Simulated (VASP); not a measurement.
Runs of VASP 6.6.1 on Zn. The structure is that of space group Im-3m (No. 229), or close to it. The cells are those of the table. 

```tsv
cell	gap on the mesh (eV)	pressure (GPa)
a = 2.536 Å, angles 109.5°, 1 atom	none	11.0
a = 2.631 Å, angles 109.5°, 1 atom	none	-1.4
a = 2.653 Å, angles 109.5°, 1 atom	none	-3.5
a = 2.561 Å, angles 109.5°, 1 atom	none	(b)
a = 2.676 Å, angles 109.5°, 1 atom	none	-5.1
a = 2.584 Å, angles 109.5°, 1 atom	none	(a)
```

Alike in all rows: task single point; level LDA; potentials or basis VASP PAW LDA potentials, release 64 (Zn); no spin polarisation; k mesh 22 × 22 × 22; cutoff (eV) 520; smearing gaussian 0.15 eV.

Q: Fill in the values left out.

A: (a) 3.7; (b) 7.1.

A gap of «none» marks levels without a gap at the run's occupations.
